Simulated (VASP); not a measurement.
# Al (Fmmm) in VASP: notebook

Al is run at these levels: PBE; tasks: single point, relaxation of cell and atoms.

Program: VASP 6.6.1. These are calculated values, not measurements. Logs are shortened: lines on timing, memory, paths and dates and some standing lists are left out, and cuts for length are marked.

## Step 1: The cell of the first run

The structure is orthorhombic, space group Fmmm (No. 69). The conventional cell has a = 3.108 Å, b = 5.383 Å, c = 8.474 Å, α = 90.00°, β = 90.00°, γ = 90.00°. Within 2.4 Å of Al (site symmetry m2m) lie 3 Al at 1.79 Å.

## Step 2: Single point, PBE

File INCAR:

```
ALGO = Normal
EDIFF = 1E-7
ENCUT = 520
GGA = PE
ISIF = 2
ISMEAR = 0
LASPH = T
LCHARG = T
LELF = T
LREAL = F
LVHAR = T
LWAVE = F
NBANDS = 10
NELM = 60
PREC = Accurate
SIGMA = 0.1
```

File KPOINTS:

```
k-points
0
Gamma
  8 8 8
```

File POSCAR:

```
Al
1.0
    0.0000000000      2.6916714458      4.2368199344
    1.5540068338      0.0000000000      4.2368199344
    1.5540068338      2.6916714458      0.0000000000
Al
2
Direct
    0.1666700000      0.8333300000      0.1666700000
    0.8333300000      0.1666700000      0.8333300000
```

Potentials or basis: VASP PAW PBE potentials, release 64 (Al).

Command:

```
$ cat potpaw_PBE.64/Al/POTCAR > POTCAR
$ mpirun -np 1 vasp_std > vasp.out
```

OUTCAR:

```text
EDIFF = 1E-7
   ENCUT = 520
   GGA = PE
   ISIF = 2
   ISMEAR = 0
   LASPH = T
   LREAL = F
   NELM = 60
   PREC = Accurate

 ion  position               nearest neighbor table
   1  0.167  0.833  0.167-   2 1.79   2 1.79   2 1.79
   2  0.833  0.167  0.833-   1 1.79   1 1.79   1 1.79

  LATTYP: Found a face centered orthorhombic cell.
 ALAT       =     3.1080136676
 B/A-ratio  =     1.7320846905
 C/A-ratio  =     2.7263843648

  Lattice vectors:

 A1 = (   0.0000000000,   2.6916714458,   4.2368199344)
 A2 = (   1.5540068338,   0.0000000000,   4.2368199344)
 A3 = (   1.5540068338,   2.6916714458,   0.0000000000)

Analysis of symmetry for initial positions (statically):
=====================================================================
 Subroutine PRICEL returns:
 Original cell was already a primitive cell.

 Routine SETGRP: Setting up the symmetry group for a
 face centered orthorhombic supercell.

 Subroutine GETGRP returns: Found  8 space group operations
 (whereof  8 operations were pure point group operations)
 out of a pool of  8 trial point group operations.

The static configuration has the point symmetry D_2h.

Analysis of symmetry for dynamics (positions and initial velocities):
=====================================================================
 Subroutine PRICEL returns:
 Original cell was already a primitive cell.

 Routine SETGRP: Setting up the symmetry group for a
 face centered orthorhombic supercell.

 Subroutine GETGRP returns: Found  8 space group operations
 (whereof  8 operations were pure point group operations)
 out of a pool of  8 trial point group operations.

The dynamic configuration has the point symmetry D_2h.

 Subroutine INISYM returns: Found  8 space group operations
 (whereof  8 operations are pure point group operations),
 and found     1 'primitive' translations

----------------------------------------------------------------------------------------

                                     Primitive cell

  volume of cell :      35.4442

  direct lattice vectors                    reciprocal lattice vectors
     0.000000000  2.691671446  4.236819934    -0.321748907  0.185758184  0.118013040
     1.554006834  0.000000000  4.236819934     0.321748907 -0.185758184  0.118013040
     1.554006834  2.691671446  0.000000000     0.321748907  0.185758184 -0.118013040

  length of vectors
     5.019535669  4.512823993  3.108059268     0.389814750  0.389814750  0.389814750

  position of ions in fractional coordinates (direct lattice)
     0.166670000  0.833330000  0.166670000
     0.833330000  0.166670000  0.833330000

  ion indices of the primitive-cell ions
   primitive index   ion index
                 1           1
                 2           2

----------------------------------------------------------------------------------------

 KPOINTS: k-points

Automatic generation of k-mesh.
 Grid dimensions read from file:
 generate k-points for:    8    8    8

 Generating k-lattice:

  Cartesian coordinates                     Fractional coordinates (reciprocal lattice)
    -0.040218613  0.023219773  0.014751630     0.125000000  0.000000000  0.000000000
     0.040218613 -0.023219773  0.014751630     0.000000000  0.125000000  0.000000000
     0.040218613  0.023219773 -0.014751630     0.000000000  0.000000000  0.125000000

  Length of vectors
     0.048726844  0.048726844  0.048726844

  Shift w.r.t. Gamma in fractional coordinates (k-lattice)
     0.000000000  0.000000000  0.000000000

 Subroutine IBZKPT returns following result:
 ===========================================

 Found     95 irreducible k-points:

 Following reciprocal coordinates:
            Coordinates               Weight
  0.000000  0.000000  0.000000      1.000000
  0.125000  0.000000  0.000000      8.000000
  0.250000  0.000000  0.000000      8.000000
  0.375000  0.000000  0.000000      8.000000
  0.500000  0.000000  0.000000      4.000000
  0.125000  0.125000  0.000000      2.000000
[... 16 lines left out ...]
  0.250000  0.000000  0.125000      8.000000
  0.375000  0.000000  0.125000      8.000000
 [... further k-points ...]
   k-points           NKPTS =     95   k-points in BZ     NKDIM =     95   number of bands    NBANDS=     10
   number of dos      NEDOS =    301   number of ions     NIONS =      2
   total plane-waves  NPLWV =  34560
   dimension x,y,z NGX =    40 NGY =   36 NGZ =   24
   dimension x,y,z NGXF=    80 NGYF=   72 NGZF=   48
   ions per type =               2
   NGX,Y,Z   is equivalent  to a cutoff of  13.25, 13.26, 12.84 a.u.
   NGXF,Y,Z  is equivalent  to a cutoff of  26.50, 26.52, 25.67 a.u.
 SYSTEM =  unknown system
   PREC   = accura    normal or accurate (medium, high low for compatibility)
   ISTART =      0    job   : 0-new  1-cont  2-samecut
   ICHARG =      2    charge: 1-file 2-atom 10-const
   ISPIN  =      1    spin polarized calculation?
   LNONCOLLINEAR =      F non collinear calculations
   LSORBIT =      F    spin-orbit coupling
   LASPH  =      T    aspherical Exc in radial PAW
   ENCUT  =  520.0 eV  38.22 Ry    6.18 a.u.   9.33  8.39  5.78*2*pi/ulx,y,z
   NELM   =     60;   NELMIN=  2; NELMDL= -5     # of ELM steps
   EDIFF  = 0.1E-06   stopping-criterion for ELM
   LREAL  =      F    real-space projection
   EDIFFG = 0.1E-05   stopping-criterion for IOM
   NSW    =      0    number of steps for IOM
   IBRION =     -1    ionic relax: 0-MD 1-quasi-New 2-CG
   NFREE  =      0    steps in history (QN), initial steepest desc. (CG)
   ISIF   =      2    stress and relaxation
   ISYM   =      2    0-nonsym 1-usesym 2-fastsym
   POTIM  = 0.5000    time-step for ionic-motion
   TEBEG  =    0.0;   TEEND  =   0.0 temperature during run
   PSTRESS=    0.0 pullay stress
   NELECT =       6.0000    total number of electrons
   NUPDOWN=      -1.0000    fix difference up-down
   EMIN   =  10.00;   EMAX   =-10.00  energy-range for DOS
   EFERMI =   0.00;   METHOD = LEGACY
   ISMEAR =     0;   SIGMA  =   0.10  broadening in eV -4-tet -1-fermi 0-gaus
   EFERMI_NEDOS =   21; number of points for ismear=-14 and -15
   IALGO  =     38    algorithm
   IMIX   =      4    mixing-type and parameters
     AMIX     =   0.40;   BMIX     =  1.00
     AMIX_MAG =   1.60;   BMIX_MAG =  1.00
  volume/ion in A,a.u.               =      17.72       119.59
  Fermi-wavevector in a.u.,A,eV,Ry     =   0.905615  1.711364 11.158661  0.820138
  Thomas-Fermi vector in A             =   2.029204
   LORBIT       =      0    0 simple, 1 ext, 2 COOP (PROOUT), +10 PAW based schemes
   GGA     = PE    functional components
   LHFCALC =     F    Hartree Fock is set to
   AEXX    =    0.0000 exact exchange contribution
   IVDW    =     0    specifies the selected vdW correction
   LEPSILON=     F    determine dielectric tensor
   LRPA    =     F    only Hartree local field effects (RPA)
 non-spin polarized calculation
 Gauss-broadening in eV      SIGMA  =   0.10
  energy-cutoff  :      520.00
  volume of cell :       35.44
 maximum number of plane-waves:       978
 NGX is ok and might be reduce to    40
   NGX = 19   NGY = 17   NGZ = 11

 number of electron       6.0000000 magnetization

 Free energy of the ion-electron system (eV)
  ---------------------------------------------------
  ext. energy  EPLUGINS =         0.00000000
  ---------------------------------------------------
  free energy    TOTEN  =         6.69546557 eV

  energy without entropy =        6.70276416  energy(sigma->0) =        6.69911486

 E-fermi :   5.9739     XC(G=0):  -9.1723

 val. band max:        5.9605895711   @ k =  -0.3750   0.2500   0.2500
 cond. band min:       6.0047383997   @ k =   0.5000   0.1250   0.1250
 fundamental gap:      0.0441488287
 Fermi energy:         5.9739364158

 k-point     1 :       0.0000    0.0000    0.0000
  band No.  band energies     occupation
      1      -5.2219      2.00000
      2       3.4872      2.00000
      3       7.7481      0.00000
      4      10.1358      0.00000
      5      10.2160      0.00000
      6      11.7096      0.00000
      7      11.7908      0.00000
      8      17.5784      0.00000
      9      18.1182      0.00000
     10      19.1348      0.00000

 k-point     2 :       0.1250    0.0000    0.0000
  band No.  band energies     occupation
      1      -4.8933      2.00000
      2       3.6287      2.00000
      3       8.0910      0.00000
      4       8.5405      0.00000
      5       9.1788      0.00000
      6      11.8687      0.00000
      7      13.1863      0.00000
      8      15.2143      0.00000
      9      17.0956      0.00000
     10      20.1617      0.00000

 k-point     3 :       0.2500    0.0000    0.0000
  band No.  band energies     occupation
      1      -3.9186      2.00000
      2       4.1316      2.00000
      3       5.3690      2.00000
      4       8.1207      0.00000
      5       9.6236      0.00000
      6      11.4283      0.00000
      7      11.9182      0.00000
      8      15.6560      0.00000
      9      15.8365      0.00000
     10      19.3160      0.00000

 k-point     4 :       0.3750    0.0000    0.0000
  band No.  band energies     occupation
      1      -2.3318      2.00000
      2       2.4245      2.00000
      3       5.1215      2.00000
      4       7.4703      0.00000
      5       9.0755      0.00000
      6      10.3441      0.00000
      7      12.3825      0.00000
      8      15.0260      0.00000
      9      18.1043      0.00000
     10      18.5024      0.00000

 k-point     5 :       0.5000    0.0000    0.0000
  band No.  band energies     occupation
      1      -0.2413      2.00000
      2      -0.1361      2.00000
      3       6.3156      0.00000
      4       7.2175      0.00000
      5       7.2887      0.00000
      6      10.2203      0.00000
      7      14.7041      0.00000
      8      14.7524      0.00000
      9      15.7068      0.00000
     10      18.1377      0.00000

 k-point     6 :       0.1250    0.1250    0.0000
  band No.  band energies     occupation
      1      -5.1769      2.00000
      2       3.0173      2.00000
      3       8.4976      0.00000
      4      10.1414      0.00000
      5      10.1981      0.00000
      6      11.7155      0.00000
      7      11.7728      0.00000
      8      17.6915      0.00000
      9      18.0404      0.00000
     10      19.0667      0.00000
[... 183 lines left out ...]
 k-point    21 :       0.5000    0.5000    0.0000
  band No.  band energies     occupation
      1      -4.8823      2.00000
      2       1.2762      2.00000
      3      10.0983      0.00000
      4      10.1743      0.00000
      5      11.6716      0.00000
      6      11.7492      0.00000
      7      13.8246      0.00000
      8      15.7028      0.00000
      9      17.8344      0.00000
     10      18.4419      0.00000

 k-point    22 :       0.1250    0.0000    0.1250
  band No.  band energies     occupation
      1      -4.9049      2.00000
      2       3.7612      2.00000
      3       7.8716      0.00000
      4       8.4084      0.00000
      5       9.2475      0.00000
      6      11.9173      0.00000
      7      13.2379      0.00000
      8      16.2191      0.00000
      9      16.6639      0.00000
     10      19.6477      0.00000

 k-point    23 :       0.2500    0.0000    0.1250
  band No.  band energies     occupation
      1      -4.2641      2.00000
      2       4.1786      2.00000
      3       6.8409      0.00000
      4       7.0352      0.00000
      5       9.0037      0.00000
      6      12.8075      0.00000
      7      13.5388      0.00000
      8      14.1258      0.00000
      9      15.3615      0.00000
     10      19.7882      0.00000

 k-point    24 :       0.3750    0.0000    0.1250
  band No.  band energies     occupation
      1      -2.9919      2.00000
      2       4.0856      2.00000
      3       4.9592      2.00000
      4       5.9255      1.50681
      5      10.4417      0.00000
      6      10.7214      0.00000
      7      12.7829      0.00000
      8      14.0341      0.00000
      9      16.3809      0.00000
     10      19.6666      0.00000

 [... further k-points ...]

------------------------ aborting loop because EDIFF is reached ----------------------------------------

  FORCE on cell =-STRESS in cart. coord.  units (eV):
  Direction    XX          YY          ZZ          XY          YZ          ZX
  --------------------------------------------------------------------------------------
  -------------------------------------------------------------------------------------
  Total       41.1434089     41.0950172     -0.5385412     -0.0000000      0.0000000      0.0000000
  in kB     1859.7984440   1857.6110034    -24.3435845     -0.0000000      0.0000000      0.0000000
  external PRESSURE =    1231.0219543 kB  Pullay stress =       0.0000000 kB

 VOLUME and BASIS-vectors are now :
 -----------------------------------------------------------------------------
  energy-cutoff  :      520.00
  volume of cell :       35.44
      direct lattice vectors                 reciprocal lattice vectors
     0.000000000  2.691671446  4.236819934    -0.321748907  0.185758184  0.118013040
     1.554006834  0.000000000  4.236819934     0.321748907 -0.185758184  0.118013040
     1.554006834  2.691671446  0.000000000     0.321748907  0.185758184 -0.118013040

 POSITION                                       TOTAL-FORCE (eV/Angst)
 -----------------------------------------------------------------------------------
      1.55401      0.89724      4.23682         0.000000      0.024760      0.000000
      1.55401      4.48610      4.23682         0.000000     -0.024760      0.000000
 -----------------------------------------------------------------------------------
    total drift:                                0.000000      0.000000     -0.000000

  FREE ENERGIE OF THE ION-ELECTRON SYSTEM (eV)
  ---------------------------------------------------
  free  energy   TOTEN  =         6.6954655653 eV

  energy  without entropy=        6.7027641567  energy(sigma->0) =        6.69911486
```

It took 28 s on 1 thread of AMD EPYC 9R45 (Zen 5), shared host; peak memory 0.14 GiB.

What came out:

```yaml
Free_energy: 6.6955 eV
Pressure: 123.1 GPa
Largest_force: 0.025 eV/Å
Band_gap_on_the_k_mesh: zero (bands 3 and 4 overlap by 5.41 eV)
```

Forces on the atoms (eV/Å):
```
Al   0.000  0.025  0.000
Al   0.000 -0.025  0.000
```

Stress tensor (GPa, compression positive):
```
185.98   0.00   0.00
  0.00 185.76   0.00
  0.00   0.00  -2.43
```

Caveat: the stress differs along the axes, from -2 to 186 GPa.

[end of part 1 of 2]

The gap in the log of VASP goes by the Fermi energy; the results here count the filled bands.